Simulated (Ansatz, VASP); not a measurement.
# One calculation of MgO, two programs

```
CELL_PARAMETERS angstrom
3.52132 0.00000 0.00000
1.76066 -3.04955 -4.23938
1.76066 3.04955 -4.23938
ATOMIC_POSITIONS crystal
Mg 0.87354 0.45980 0.79313
Mg 0.37926 0.95407 0.28741
Mg 0.12640 0.54548 0.20172
Mg 0.62640 0.03506 0.71215
O 0.62288 0.70783 0.04642
O 0.12288 0.21308 0.54116
O 0.37319 0.29348 0.96015
O 0.87257 0.79410 0.46077
```

Change from the starting cell: mode 12 frozen in at -0.018 Å and mode 21 at -0.032 Å (largest displacements).

Alike in both runs: task single point; functional PBE; k mesh 8 × 8 × 8; occupations gaussian, width 0.05 eV; no spin polarisation.

```csv
,VASP,Ansatz
version,VASP 6.6.1,Ansatz 0.2.0
potentials or method,"VASP PAW PBE potentials, release 64 (Mg, O), cutoff 520 eV","scalar-relativistic, plane waves, PAW"
valence electrons in the cell,32,64
```

Ansatz gave:

- gap on the k mesh at the Fermi level (eV): 3.23
- least direct gap on the mesh (eV): 3.23
- pressure (GPa): 0.1
- traceless stress, the component that is largest in VASP (GPa): -0.19
- rms of the force components (eV/Å): 0.264

**Question.** Estimate VASP's values.

**Answer.** gap on the k mesh at the Fermi level (eV): 3.20; least direct gap on the mesh (eV): 3.20; pressure (GPa): -0.4; traceless stress, the component that is largest in VASP (GPa): -0.13; rms of the force components (eV/Å): 0.267.

Atom by atom the forces differ by 0.003 eV/Å (rms over components). VASP's potentials hold 32 valence electrons a cell and Ansatz's 64, so a difference there can come from the potentials and not from the codes.
